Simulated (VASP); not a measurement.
# ZnO (P6_3mc) in VASP: settings compared

The runs below take ZnO through single point, with r2SCAN, PBE.

All numbers are computed with VASP 6.6.1; they aren't measurements. Logs are shortened: lines on timing, memory, paths and dates and some standing lists are left out, and cuts for length are marked.

## 1. The cell of the first run

Symmetry: P6_3mc, No. 186, hexagonal system. The conventional cell has a = 3.365 Å, b = 3.365 Å, c = 4.976 Å, α = 90.00°, β = 90.00°, γ = 120.00°. Zn (site symmetry 3m) has 4 O at 2.00 Å within 2.7 Å. Within 2.7 Å of O (site symmetry 3m) lie 4 Zn at 2.00 Å.

## 2. Single point, r2SCAN (epitaxial xy strain +4.0%)

POSCAR

```
ZnO
1.0
    3.3647545044      0.0000000000      0.0000000000
   -1.6823772522      2.9139628783      0.0000000000
    0.0000000000      0.0000000000      4.9764103583
Zn O
2 2
Direct
    0.3333333333      0.6666666667     -0.0137324436
    0.6666666667      0.3333333333      0.4862675564
    0.3333333333      0.6666666667      0.3887324436
    0.6666666667      0.3333333333      0.8887324436
```

INCAR.step1

```
SYSTEM = ZnO
PREC = Accurate
ENCUT = 520
ISMEAR = 0
SIGMA = 0.01
LREAL = .FALSE.
LASPH = .TRUE.
NELM = 100
NBANDS = 26
GGA = PE
ALGO = Normal
EDIFF = 1E-4
LWAVE = .TRUE.
LCHARG = .FALSE.
```

INCAR.step2

```
SYSTEM = ZnO
PREC = Accurate
ENCUT = 520
EDIFF = 1E-6
ISMEAR = 0
SIGMA = 0.01
LREAL = .FALSE.
LASPH = .TRUE.
NELM = 100
ALGO = Normal
ISIF = 2
LWAVE = .FALSE.
LCHARG = .FALSE.
METAGGA = R2SCAN
LMIXTAU = .TRUE.
NBANDS = 26
ISTART = 1
```

KPOINTS

```
regular mesh
0
G
  12 12 6
  0 0 0
```

Potentials or basis: VASP PAW PBE potentials, release 64 (Zn, O).

On the command line:

```bash
$ cat potpaw_PBE.64/Zn/POTCAR potpaw_PBE.64/O/POTCAR > POTCAR
$ cp INCAR.step1 INCAR
$ mpirun -np 1 vasp_std > vasp.out
$ cp INCAR.step2 INCAR
$ mpirun -np 1 vasp_std > vasp.out
```

OUTCAR:

```text
SYSTEM = ZnO
   PREC = Accurate
   ENCUT = 520
   EDIFF = 1E-6
   ISMEAR = 0
   LREAL = .FALSE.
   LASPH = .TRUE.
   NELM = 100
   ISIF = 2
   METAGGA = R2SCAN
   ISTART = 1

 ion  position               nearest neighbor table
   1  0.333  0.667  0.986-   4 2.00   4 2.00   4 2.00   3 2.00
   2  0.667  0.333  0.486-   3 2.00   3 2.00   3 2.00   4 2.00
   3  0.333  0.667  0.389-   2 2.00   2 2.00   2 2.00   1 2.00
   4  0.667  0.333  0.889-   1 2.00   1 2.00   1 2.00   2 2.00

  LATTYP: Found a hexagonal cell.
 ALAT       =     3.3647545044
 C/A-ratio  =     1.4789817063

  Lattice vectors:

 A1 = (   3.3647545044,   0.0000000000,   0.0000000000)
 A2 = (  -1.6823772522,   2.9139628783,   0.0000000000)
 A3 = (   0.0000000000,   0.0000000000,   4.9764103583)

Analysis of symmetry for initial positions (statically):
=====================================================================
 Subroutine PRICEL returns:
 Original cell was already a primitive cell.

 Routine SETGRP: Setting up the symmetry group for a
 hexagonal supercell.

 Subroutine GETGRP returns: Found 12 space group operations
 (whereof  6 operations were pure point group operations)
 out of a pool of 24 trial point group operations.

The static configuration has the point symmetry C_3v.
 The point group associated with its full space group is C_6v.

Analysis of symmetry for dynamics (positions and initial velocities):
=====================================================================
 Subroutine PRICEL returns:
 Original cell was already a primitive cell.

 Routine SETGRP: Setting up the symmetry group for a
 hexagonal supercell.

 Subroutine GETGRP returns: Found 12 space group operations
 (whereof  6 operations were pure point group operations)
 out of a pool of 24 trial point group operations.

The dynamic configuration has the point symmetry C_3v.
 The point group associated with its full space group is C_6v.

 Subroutine INISYM returns: Found 12 space group operations
 (whereof  6 operations are pure point group operations),
 and found     1 'primitive' translations

----------------------------------------------------------------------------------------

                                     Primitive cell

  volume of cell :      48.7926

  direct lattice vectors                    reciprocal lattice vectors
     3.364754504  0.000000000  0.000000000     0.297198503  0.171587635  0.000000000
    -1.682377252  2.913962878  0.000000000     0.000000000  0.343175271  0.000000000
     0.000000000  0.000000000  4.976410358     0.000000000  0.000000000  0.200948059

  length of vectors
     3.364754504  3.364754504  4.976410358     0.343175271  0.343175271  0.200948059

  position of ions in fractional coordinates (direct lattice)
     0.333333333  0.666666667  0.986267556
     0.666666667  0.333333333  0.486267556
     0.333333333  0.666666667  0.388732444
     0.666666667  0.333333333  0.888732444

  ion indices of the primitive-cell ions
   primitive index   ion index
                 1           1
                 2           2
                 3           3
                 4           4

----------------------------------------------------------------------------------------

 KPOINTS: regular mesh

Automatic generation of k-mesh.
 Grid dimensions read from file:
 generate k-points for:   12   12    6

 Generating k-lattice:

  Cartesian coordinates                     Fractional coordinates (reciprocal lattice)
     0.024766542  0.014298970  0.000000000     0.083333333  0.000000000  0.000000000
     0.000000000  0.028597939  0.000000000     0.000000000  0.083333333  0.000000000
     0.000000000  0.000000000  0.033491343     0.000000000  0.000000000  0.166666667

  Length of vectors
     0.028597939  0.028597939  0.033491343

  Shift w.r.t. Gamma in fractional coordinates (k-lattice)
     0.000000000  0.000000000  0.000000000

 Subroutine IBZKPT returns following result:
 ===========================================

 Found     76 irreducible k-points:

 Following reciprocal coordinates:
            Coordinates               Weight
  0.000000  0.000000  0.000000      1.000000
  0.083333  0.000000  0.000000      6.000000
  0.166667  0.000000  0.000000      6.000000
  0.250000 -0.000000  0.000000      6.000000
  0.333333 -0.000000  0.000000      6.000000
  0.416667 -0.000000  0.000000      6.000000
[... 16 lines left out ...]
  0.250000 -0.000000  0.166667     12.000000
  0.333333 -0.000000  0.166667     12.000000
 [... further k-points ...]
   k-points           NKPTS =     76   k-points in BZ     NKDIM =     76   number of bands    NBANDS=     26
   number of dos      NEDOS =    301   number of ions     NIONS =      4
   total plane-waves  NPLWV =  31360
   dimension x,y,z NGX =    28 NGY =   28 NGZ =   40
   dimension x,y,z NGXF=    56 NGYF=   56 NGZF=   80
   ions per type =               2   2
   NGX,Y,Z   is equivalent  to a cutoff of  13.83, 13.83, 13.36 a.u.
   NGXF,Y,Z  is equivalent  to a cutoff of  27.67, 27.67, 26.73 a.u.
 SYSTEM =  ZnO
   PREC   = accura    normal or accurate (medium, high low for compatibility)
   ISTART =      1    job   : 0-new  1-cont  2-samecut
   ICHARG =      0    charge: 1-file 2-atom 10-const
   ISPIN  =      1    spin polarized calculation?
   LNONCOLLINEAR =      F non collinear calculations
   LSORBIT =      F    spin-orbit coupling
   LASPH  =      T    aspherical Exc in radial PAW
   ENCUT  =  520.0 eV  38.22 Ry    6.18 a.u.   6.26  6.26  9.25*2*pi/ulx,y,z
   NELM   =    100;   NELMIN=  2; NELMDL=  0     # of ELM steps
   EDIFF  = 0.1E-05   stopping-criterion for ELM
   LREAL  =      F    real-space projection
   EDIFFG = 0.1E-04   stopping-criterion for IOM
   NSW    =      0    number of steps for IOM
   IBRION =     -1    ionic relax: 0-MD 1-quasi-New 2-CG
   NFREE  =      0    steps in history (QN), initial steepest desc. (CG)
   ISIF   =      2    stress and relaxation
   ISYM   =      2    0-nonsym 1-usesym 2-fastsym
   POTIM  = 0.5000    time-step for ionic-motion
   TEBEG  =    0.0;   TEEND  =   0.0 temperature during run
   PSTRESS=    0.0 pullay stress
   NELECT =      36.0000    total number of electrons
   NUPDOWN=      -1.0000    fix difference up-down
   EMIN   =  10.00;   EMAX   =-10.00  energy-range for DOS
   EFERMI =   0.00;   METHOD = LEGACY
   ISMEAR =     0;   SIGMA  =   0.01  broadening in eV -4-tet -1-fermi 0-gaus
   EFERMI_NEDOS =   21; number of points for ismear=-14 and -15
   IALGO  =     38    algorithm
   IMIX   =      4    mixing-type and parameters
     AMIX     =   0.40;   BMIX     =  1.00
     AMIX_MAG =   1.60;   BMIX_MAG =  1.00
  volume/ion in A,a.u.               =      12.20        82.32
  Fermi-wavevector in a.u.,A,eV,Ry     =   1.479305  2.795482 29.774229  2.188344
  Thomas-Fermi vector in A             =   2.593479
   LORBIT       =      0    0 simple, 1 ext, 2 COOP (PROOUT), +10 PAW based schemes
   METAGGA = R2SCAN    functional components
   LHFCALC =     F    Hartree Fock is set to
   AEXX    =    0.0000 exact exchange contribution
   IVDW    =     0    specifies the selected vdW correction
   LEPSILON=     F    determine dielectric tensor
   LRPA    =     F    only Hartree local field effects (RPA)
 non-spin polarized calculation
 Gauss-broadening in eV      SIGMA  =   0.01
  energy-cutoff  :      520.00
  volume of cell :       48.79
 maximum number of plane-waves:      1331
 NGX is ok and might be reduce to    28
   NGX = 13   NGY = 13   NGZ = 19

 number of electron      36.0000007 magnetization

 Free energy of the ion-electron system (eV)
  ---------------------------------------------------
  ext. energy  EPLUGINS =         0.00000000
  ---------------------------------------------------
  free energy    TOTEN  =       -36.22941147 eV

  energy without entropy =      -36.22941147  energy(sigma->0) =      -36.22941147

 E-fermi :   0.6638     XC(G=0): -11.5188

 val. band max:        0.5581855304   @ k =   0.0000   0.0000   0.0000
 cond. band min:       1.8116972597   @ k =   0.0000   0.0000   0.0000
 fundamental gap:      1.2535117294
 Fermi energy:         0.6638492162

 k-point     1 :       0.0000    0.0000    0.0000
  band No.  band energies     occupation
      1     -18.2228      2.00000
      2     -17.4533      2.00000
      3      -5.0849      2.00000
      4      -5.0848      2.00000
      5      -4.9512      2.00000
      6      -4.9510      2.00000
[... 18 lines left out ...]
     25      14.8877      0.00000
     26      16.8334      0.00000

 k-point     2 :       0.0833    0.0000    0.0000
  band No.  band energies     occupation
      1     -18.1902      2.00000
      2     -17.4434      2.00000
      3      -5.1175      2.00000
      4      -5.0579      2.00000
      5      -4.9516      2.00000
      6      -4.9192      2.00000
[... 18 lines left out ...]
     25      15.0258      0.00000
     26      16.7604      0.00000

 k-point     3 :       0.1667    0.0000    0.0000
  band No.  band energies     occupation
      1     -18.0981      2.00000
      2     -17.4172      2.00000
      3      -5.1910      2.00000
      4      -4.9841      2.00000
      5      -4.9548      2.00000
      6      -4.8274      2.00000
[... 18 lines left out ...]
     25      15.3219      0.00000
     26      15.5758      0.00000

 k-point     4 :       0.2500   -0.0000    0.0000
  band No.  band energies     occupation
      1     -17.9640      2.00000
      2     -17.3877      2.00000
      3      -5.2567      2.00000
      4      -4.9604      2.00000
      5      -4.8859      2.00000
      6      -4.6876      2.00000
[... 18 lines left out ...]
     25      14.3469      0.00000
     26      15.4193      0.00000

 k-point     5 :       0.3333   -0.0000    0.0000
  band No.  band energies     occupation
      1     -17.8145      2.00000
      2     -17.3706      2.00000
      3      -5.2709      2.00000
      4      -4.9673      2.00000
      5      -4.7965      2.00000
      6      -4.5448      2.00000
[... 18 lines left out ...]
     25      14.5905      0.00000
     26      15.2425      0.00000

 k-point     6 :       0.4167   -0.0000    0.0000
  band No.  band energies     occupation
      1     -17.6854      2.00000
      2     -17.3757      2.00000
      3      -5.2255      2.00000
      4      -4.9803      2.00000
      5      -4.7403      2.00000
      6      -4.4879      2.00000
[... 427 lines left out ...]
 k-point    21 :       0.0833    0.0000    0.1667
  band No.  band energies     occupation
      1     -18.1412      2.00000
      2     -17.4939      2.00000
      3      -5.1251      2.00000
      4      -5.0584      2.00000
      5      -4.9872      2.00000
      6      -4.9387      2.00000
[... 18 lines left out ...]
     25      14.7415      0.00000
     26      15.4787      0.00000

 k-point    22 :       0.1667    0.0000    0.1667
  band No.  band energies     occupation
      1     -18.0527      2.00000
      2     -17.4626      2.00000
      3      -5.2086      2.00000
      4      -5.0170      2.00000
      5      -4.9832      2.00000
      6      -4.8482      2.00000
[... 18 lines left out ...]
     25      14.9909      0.00000
     26      15.0050      0.00000

 k-point    23 :       0.2500   -0.0000    0.1667
  band No.  band energies     occupation
      1     -17.9244      2.00000
      2     -17.4248      2.00000
      3      -5.2823      2.00000
      4      -5.0400      2.00000
      5      -4.8817      2.00000
      6      -4.7111      2.00000
[... 18 lines left out ...]
     25      14.2190      0.00000
     26      15.1397      0.00000

 k-point    24 :       0.3333   -0.0000    0.1667
  band No.  band energies     occupation
      1     -17.7825      2.00000
      2     -17.3975      2.00000
      3      -5.3056      2.00000
      4      -5.0563      2.00000
      5      -4.7867      2.00000
      6      -4.6281      2.00000
[... 18 lines left out ...]
     25      14.5600      0.00000
     26      15.0969      0.00000

 [... further k-points ...]
[... 5 lines left out ...]
  --------------------------------------------------------------------------------------
  -------------------------------------------------------------------------------------
  Total       -2.1576367     -2.1576367      0.2477896      0.0000000      0.0000000     -0.0000000
  in kB      -70.8492593    -70.8492593      8.1365444      0.0000000      0.0000000     -0.0000000
  external PRESSURE =     -44.5206581 kB  Pullay stress =       0.0000000 kB

 VOLUME and BASIS-vectors are now :
 -----------------------------------------------------------------------------
  energy-cutoff  :      520.00
  volume of cell :       48.79
      direct lattice vectors                 reciprocal lattice vectors
     3.364754504  0.000000000  0.000000000     0.297198503  0.171587635  0.000000000
    -1.682377252  2.913962878  0.000000000     0.000000000  0.343175271  0.000000000
     0.000000000  0.000000000  4.976410358     0.000000000  0.000000000  0.200948059

 POSITION                                       TOTAL-FORCE (eV/Angst)
 -----------------------------------------------------------------------------------
     -0.00000      1.94264      4.90807        -0.000000      0.000000     -0.003639
      1.68238      0.97132      2.41987         0.000000     -0.000000     -0.003639
     -0.00000      1.94264      1.93449         0.000000     -0.000000      0.003639
      1.68238      0.97132      4.42270         0.000000     -0.000000      0.003639
 -----------------------------------------------------------------------------------
    total drift:                                0.000000      0.000001      0.069191

  FREE ENERGIE OF THE ION-ELECTRON SYSTEM (eV)
  ---------------------------------------------------
  free  energy   TOTEN  =       -36.2294114667 eV

  energy  without entropy=      -36.2294114667  energy(sigma->0) =      -36.22941147
```

Run time: 4 min. Hardware: 1 thread of Intel Xeon 6975P-C (Granite Rapids), shared host; peak memory 0.23 GiB.

What came out:

- Free energy: -36.2294 eV
- Pressure: -4.5 GPa
- Largest force: 0.004 eV/Å
- Band gap on the k mesh: 1.25 eV, direct

Forces on the atoms (eV/Å):
```
Zn   0.000  0.000 -0.004
Zn   0.000  0.000 -0.004
O    0.000  0.000  0.004
O    0.000  0.000  0.004
```

Stress tensor (GPa, compression positive):
```
-7.08  0.00  0.00
 0.00 -7.08  0.00
 0.00  0.00  0.81
```

Caveat: the cell differs from its parent crystal (epitaxial xy strain +4.0%); the PAW data sets were made with another functional, which shifts forces and pressure a little.

(Continued in part 2 of 2.)
